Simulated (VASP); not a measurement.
# CuO (P1) in VASP: a series of runs

The runs below take CuO through single point, relaxation of the atoms, with PBE.

Program: VASP 6.6.1. These are calculated values, not measurements. Logs are shortened: lines on timing, memory, paths and dates and some standing lists are left out, and cuts for length are marked.

**1. The cell of the first run**

The typed cell holds 4 atoms: a = 3.052 Å, b = 3.052 Å, c = 5.286 Å, α = 73.22°, β = 73.22°, γ = 60.00°.

**2. Single point, PBE (10.05 Å³/atom)**

INCAR

```
SYSTEM = CuO
PREC = Accurate
ENCUT = 520
EDIFF = 1E-7
ISMEAR = -1
SIGMA = 0.05
LREAL = .False.
LASPH = .True.
NELM = 80
ALGO = Normal
ISIF = 2
LWAVE = .False.
LCHARG = .True.
GGA = PE
LELF = .True.
LVHAR = .True.
NBANDS = 25
```

KPOINTS

```
Automatic mesh
0
Gamma
  10 10 6
  0 0 0
```

POSCAR

```
CuO
1.0
    0.0000000000     -2.1580717154     -2.1580717154
   -2.1580717154      0.0000000000     -2.1580717154
    2.1580717154      2.1580717154     -4.3161434309
Cu O
2 2
Direct
    0.5038875400      0.4769880100      0.4880064000
    0.0038875400      0.9769880100      0.9880064000
    0.7461124600      0.7730119900      0.7619936000
    0.2461124600      0.2730119900      0.2619936000
```

Potentials or basis: VASP PAW PBE potentials, release 64 (Cu, O).

Command:

```console
$ cat potpaw_PBE.64/Cu/POTCAR potpaw_PBE.64/O/POTCAR > POTCAR
$ mpirun -np 1 vasp_std > vasp.out
```

OUTCAR:

```text
SYSTEM = CuO
   PREC = Accurate
   ENCUT = 520
   EDIFF = 1E-7
   ISMEAR = -1
   LREAL = .False.
   LASPH = .True.
   NELM = 80
   ISIF = 2
   GGA = PE

 ion  position               nearest neighbor table
   1  0.504  0.477  0.488-   4 1.97   4 2.10   3 2.12   4 2.21   3 2.23   3 2.35
   2  0.004  0.977  0.988-   3 1.97   3 2.10   4 2.12   3 2.21   4 2.23   4 2.35
   3  0.746  0.773  0.762-   2 1.97   2 2.10   1 2.12   2 2.21   1 2.23   1 2.35
   4  0.246  0.273  0.262-   1 1.97   1 2.10   2 2.12   1 2.21   2 2.23   2 2.35

  LATTYP: Found a trigonal (rhomboedric) cell.
 ALAT       =     5.2861745311
 COS(alpha) =     0.8333333333

  Lattice vectors:

 A1 = (   2.1580717154,   4.3161434308,  -2.1580717155)
 A2 = (   4.3161434308,   2.1580717154,  -2.1580717155)
 A3 = (   2.1580717154,   2.1580717154,  -4.3161434309)

Analysis of symmetry for initial positions (statically):
=====================================================================
 Subroutine PRICEL returns following result:

  LATTYP: Found a face centered cubic cell.
 ALAT       =     4.3161434309

  Lattice vectors:

 A1 = (   0.0000000000,  -2.1580717154,   2.1580717155)
 A2 = (   2.1580717154,  -2.1580717154,   0.0000000000)
 A3 = (   2.1580717154,   0.0000000000,   2.1580717154)

   2 primitive cells build up your supercell.

 Routine SETGRP: Setting up the symmetry group for a
 trigonal (rhombohedral) supercell.

 Subroutine GETGRP returns: Found  1 space group operations
 (whereof  1 operations were pure point group operations)
 out of a pool of 12 trial point group operations.

The static configuration has the point symmetry C_1 .

Analysis of symmetry for dynamics (positions and initial velocities):
=====================================================================
 Subroutine PRICEL returns following result:

  LATTYP: Found a face centered cubic cell.
 ALAT       =     4.3161434309

  Lattice vectors:

 A1 = (   0.0000000000,  -2.1580717154,   2.1580717155)
 A2 = (   2.1580717154,  -2.1580717154,   0.0000000000)
 A3 = (   2.1580717154,   0.0000000000,   2.1580717154)

   2 primitive cells build up your supercell.

 Routine SETGRP: Setting up the symmetry group for a
 trigonal (rhombohedral) supercell.

 Subroutine GETGRP returns: Found  1 space group operations
 (whereof  1 operations were pure point group operations)
 out of a pool of 12 trial point group operations.

[... 119 lines left out ...]
   LASPH  =      T    aspherical Exc in radial PAW
   ENCUT  =  520.0 eV  38.22 Ry    6.18 a.u.   5.67  5.67  9.83*2*pi/ulx,y,z
   NELM   =     80;   NELMIN=  2; NELMDL= -5     # of ELM steps
   EDIFF  = 0.1E-06   stopping-criterion for ELM
   LREAL  =      F    real-space projection
   EDIFFG = 0.1E-05   stopping-criterion for IOM
   NSW    =      0    number of steps for IOM
   IBRION =     -1    ionic relax: 0-MD 1-quasi-New 2-CG
   NFREE  =      0    steps in history (QN), initial steepest desc. (CG)
   ISIF   =      2    stress and relaxation
   ISYM   =      2    0-nonsym 1-usesym 2-fastsym
   POTIM  = 0.5000    time-step for ionic-motion
   TEBEG  =    0.0;   TEEND  =   0.0 temperature during run
   PSTRESS=    0.0 pullay stress
   NELECT =      34.0000    total number of electrons
   NUPDOWN=      -1.0000    fix difference up-down
   EMIN   =  10.00;   EMAX   =-10.00  energy-range for DOS
   EFERMI =   0.00;   METHOD = LEGACY
   ISMEAR =    -1;   SIGMA  =   0.05  broadening in eV -4-tet -1-fermi 0-gaus
   EFERMI_NEDOS =   21; number of points for ismear=-14 and -15
   IALGO  =     38    algorithm
   IMIX   =      4    mixing-type and parameters
     AMIX     =   0.40;   BMIX     =  1.00
     AMIX_MAG =   1.60;   BMIX_MAG =  1.00
  volume/ion in A,a.u.               =      10.05        67.83
  Fermi-wavevector in a.u.,A,eV,Ry     =   1.548158  2.925594 32.610349  2.396793
  Thomas-Fermi vector in A             =   2.653148
   LORBIT       =      0    0 simple, 1 ext, 2 COOP (PROOUT), +10 PAW based schemes
   GGA     = PE    functional components
   LHFCALC =     F    Hartree Fock is set to
   AEXX    =    0.0000 exact exchange contribution
   IVDW    =     0    specifies the selected vdW correction
   LEPSILON=     F    determine dielectric tensor
   LRPA    =     F    only Hartree local field effects (RPA)
 non-spin polarized calculation
  energy-cutoff  :      520.00
  volume of cell :       40.20
 maximum number of plane-waves:      1097
   NGX = 11   NGY = 11   NGZ = 19

 number of electron      34.0000024 magnetization

 Free energy of the ion-electron system (eV)
  ---------------------------------------------------
  ext. energy  EPLUGINS =         0.00000000
  ---------------------------------------------------
  free energy    TOTEN  =       -18.85319521 eV

  energy without entropy =      -18.82547039  energy(sigma->0) =      -18.83933280

 E-fermi :   5.4467     XC(G=0): -12.0739

 val. band max:        5.4461513453   @ k =  -0.3000   0.2000   0.5000
 cond. band min:       5.4476235597   @ k =  -0.1000   0.0000   0.1667
 fundamental gap:      0.0014722145
 Fermi energy:         5.4466705962

 k-point     1 :       0.0000    0.0000    0.0000
  band No.  band energies     occupation
      1     -13.6588      2.00000
      2     -12.5504      2.00000
      3      -1.5242      2.00000
      4       0.7899      2.00000
      5       0.9527      2.00000
      6       2.2115      2.00000
[... 661 lines left out ...]
     24      16.6128      0.00000
     25      18.7841      0.00000

 [... further k-points ...]

------------------------ aborting loop because EDIFF is reached ----------------------------------------

  FORCE on cell =-STRESS in cart. coord.  units (eV):
  Direction    XX          YY          ZZ          XY          YZ          ZX
  --------------------------------------------------------------------------------------
  -------------------------------------------------------------------------------------
  Total       -1.5947847     -1.4524160     -0.0441144      0.0342413      0.1748685     -0.1120950
  in kB      -63.5557757    -57.8820632     -1.7580578      1.3645921      6.9689056     -4.4672391
  external PRESSURE =     -41.0652989 kB  Pullay stress =       0.0000000 kB

 VOLUME and BASIS-vectors are now :
 -----------------------------------------------------------------------------
  energy-cutoff  :      520.00
  volume of cell :       40.20
      direct lattice vectors                 reciprocal lattice vectors
     0.000000000 -2.158071715 -2.158071715     0.115844158 -0.347532473 -0.115844158
    -2.158071715  0.000000000 -2.158071715    -0.347532473  0.115844158 -0.115844158
     2.158071715  2.158071715 -4.316143431     0.115844158  0.115844158 -0.115844158

 POSITION                                       TOTAL-FORCE (eV/Angst)
 -----------------------------------------------------------------------------------
      0.02378     -0.03427     -4.22311        -0.169718      0.240817     -0.895903
      0.02378      2.12380     -6.38118        -0.169718      0.240817     -0.895903
     -0.02378      0.03427     -6.56725         0.169718     -0.240817      0.895903
     -0.02378      0.03427     -2.25111         0.169718     -0.240817      0.895903
 -----------------------------------------------------------------------------------
    total drift:                               -0.000202      0.000752      0.000847

  FREE ENERGIE OF THE ION-ELECTRON SYSTEM (eV)
  ---------------------------------------------------
  free  energy   TOTEN  =       -18.8531952054 eV

  energy  without entropy=      -18.8254703939  energy(sigma->0) =      -18.83933280
```

OSZICAR:

```text
N       E                     dE             d eps       ncg     rms          rms(c)
DAV:   1     0.296573863079E+03    0.29657E+03   -0.16344E+04 16104   0.217E+03
DAV:   2     0.116012094937E+02   -0.28497E+03   -0.26419E+03 15648   0.401E+02
DAV:   3    -0.232839895199E+02   -0.34885E+02   -0.32773E+02 18677   0.153E+02
DAV:   4    -0.244923643445E+02   -0.12084E+01   -0.11984E+01 18594   0.308E+01
DAV:   5    -0.245119940032E+02   -0.19630E-01   -0.19620E-01 19144   0.348E+00    0.158E+01
DAV:   6    -0.220756718047E+02    0.24363E+01   -0.34173E+01 21441   0.135E+02    0.133E+01
DAV:   7    -0.188023292931E+02    0.32733E+01   -0.89745E+00 18486   0.108E+02    0.238E+00
DAV:   8    -0.188972133170E+02   -0.94884E-01   -0.14524E+00 16928   0.857E+00    0.152E+00
DAV:   9    -0.188639229994E+02    0.33290E-01   -0.64827E-02 25245   0.820E+00    0.815E-01
DAV:  10    -0.188530907098E+02    0.10832E-01   -0.22307E-02 24140   0.450E+00    0.290E-01
DAV:  11    -0.188531190673E+02   -0.28357E-04   -0.77086E-03 17961   0.717E-01    0.500E-02
DAV:  12    -0.188531395274E+02   -0.20460E-04   -0.26625E-04 21724   0.166E-01    0.474E-02
DAV:  13    -0.188531970173E+02   -0.57490E-04   -0.76060E-05 18529   0.835E-02    0.140E-02
DAV:  14    -0.188531952698E+02    0.17475E-05   -0.86752E-06 23890   0.358E-02    0.447E-03
DAV:  15    -0.188531952054E+02    0.64449E-07   -0.85536E-07 18514   0.104E-02
   1 F= -.18853195E+02 E0= -.18839333E+02  d E =-.277248E-01
```

stdout:

```text
POSCAR found type information on POSCAR CuO
 POSCAR found :  2 types and       4 ions
 scaLAPACK will be used
 LDA part: xc-table for (Slater+PW92), standard interpolation
 -----------------------------------------------------------------------------
|                                                                             |
|           W    W    AA    RRRRR   N    N  II  N    N   GGGG   !!!           |
|           W    W   A  A   R    R  NN   N  II  NN   N  G    G  !!!           |
|           W    W  A    A  R    R  N N  N  II  N N  N  G       !!!           |
|           W WW W  AAAAAA  RRRRR   N  N N  II  N  N N  G  GGG   !            |
|           WW  WW  A    A  R   R   N   NN  II  N   NN  G    G                |
|           W    W  A    A  R    R  N    N  II  N    N   GGGG   !!!           |
|                                                                             |
|     Your reciprocal lattice and k-lattice belong to different lattice       |
|     classes:                                                                |
|                                                                             |
|        The reciprocal lattice is rhombohedral (trigonal),                   |
|        whereas your k-lattice is base-centered monoclinic.                  |
|                                                                             |
|     Results are often still useful ...                                      |
|                                                                             |
 -----------------------------------------------------------------------------

 POSCAR, INCAR and KPOINTS ok, starting setup
 FFT: planning ... GRIDC
 FFT: planning ... GRID_SOFT
 FFT: planning ... GRID
 WAVECAR not read
 entering main loop
```

It took 1.7 min on 1 thread of Intel Xeon 6975P-C (Granite Rapids), shared host; peak memory 0.36 GiB.

What came out:

| Quantity | Value |
| --- | --- |
| Free energy | -18.8532 eV |
| Pressure | -4.1 GPa |
| Largest force | 0.943 eV/Å |
| Band gap on the k mesh | zero (bands 17 and 18 overlap by 1.05 eV) |

Forces in eV/Å, atoms in the order of the input:
```
Cu  -0.170  0.241 -0.896
Cu  -0.170  0.241 -0.896
O    0.170 -0.241  0.896
O    0.170 -0.241  0.896
```

Caveat: the cell stands under tension; semilocal functionals often make such compounds metallic where correlation or magnetic order opens a gap, which also shifts bond lengths. With open d or f shells a metallic result of PBE can be an artefact of self-interaction; +U or a hybrid may open a gap.

**3. Relaxation of the atoms, PBE**

This run uses another cell than the first one, of 9.48 Å³/atom.

INCAR

```
SYSTEM = CuO
PREC = Accurate
ENCUT = 520
EDIFF = 1E-6
ISMEAR = -1
SIGMA = 0.05
LREAL = .FALSE.
LASPH = .TRUE.
NELM = 80
ALGO = Fast
ISIF = 2
LWAVE = .FALSE.
LCHARG = .FALSE.
GGA = PE
IBRION = 2
NSW = 60
EDIFFG = -0.01
```

KPOINTS

```
regular mesh
0
G
  9 9 5
  0 0 0
```

POSCAR

```
CuO
1.0
    0.0000000000     -2.1165600000     -2.1165600000
   -2.1165600000      0.0000000000     -2.1165600000
    2.1165600000      2.1165600000     -4.2331200000
Cu O
2 2
Direct
    0.5038875400      0.4769880100      0.4880064000
    0.0038875400      0.9769880100      0.9880064000
    0.7461124600      0.7730119900      0.7619936000
    0.2461124600      0.2730119900      0.2619936000
```

Potentials or basis: VASP PAW PBE potentials, release 64 (Cu, O).

Command:

```console
$ cat potpaw_PBE.64/Cu/POTCAR potpaw_PBE.64/O/POTCAR > POTCAR
$ mpirun -np 1 vasp_std > vasp.out
```

It took 8.4 min on 1 thread of Oxide Virtual Turin-like, shared host; peak memory 0.23 GiB.

The run converged. Its results:

| Item | Value |
| --- | --- |
| Free energy | -19.0853 eV |
| Energy gained by relaxing | 61.1 meV/atom |
| Ionic steps | 6 |
| Pressure after relaxing | 1.6 GPa |
| Largest force after relaxing | 0.009 eV/Å |
| Band gap on the k mesh | zero (bands 17 and 18 overlap by 1.06 eV) |

Forces in eV/Å, atoms in the order of the input:
```
Cu   0.003 -0.005  0.008
Cu   0.003 -0.005  0.008
O   -0.003  0.005 -0.008
O   -0.003  0.005 -0.008
```

Stress tensor (GPa, compression positive):
```
 1.51 -0.11  0.05
-0.11  1.51  0.05
 0.05  0.05  1.83
```

The path:
| step | energy change (eV) | largest force (eV/Å) | pressure (GPa) |
| --- | --- | --- | --- |
| 1 | 0.0000 | 1.2661 | 6.02 |
| 2 | -0.2074 | 0.4700 | 2.34 |
| 3 | -0.2421 | 0.1207 | 1.59 |
| 4 | -0.2423 | 0.1158 | 1.67 |
| 5 | -0.2443 | 0.0429 | 1.58 |
| 6 | -0.2446 | 0.0095 | 1.62 |

Final structure:
```
Cu O
1.0
     0.00000   -2.11656   -2.11656
    -2.11656    0.00000   -2.11656
     2.11656    2.11656   -4.23312
Cu O
2 2
Direct
  0.49984 0.50026 0.50009
  0.99984 0.00026 0.00009
  0.75016 0.74974 0.74991
  0.25016 0.24974 0.24991
```

Levels at points of the mesh, in eV from the Fermi level:
| k point | band 13 | band 14 | band 15 | band 16 | band 17 | band 18 | band 19 | band 20 | band 21 |
| --- | --- | --- | --- | --- | --- | --- | --- | --- | --- |
| (0.00, 0.00, 0.00) | -2.23 | -1.87 | -1.87 | -1.44 | 0.70 | 0.70 | 1.40 | 5.71 | 9.59 |

Caveat: semilocal functionals often make such compounds metallic where correlation or magnetic order opens a gap, which also shifts bond lengths. With open d or f shells a metallic result of PBE can be an artefact of self-interaction; +U or a hybrid may open a gap.
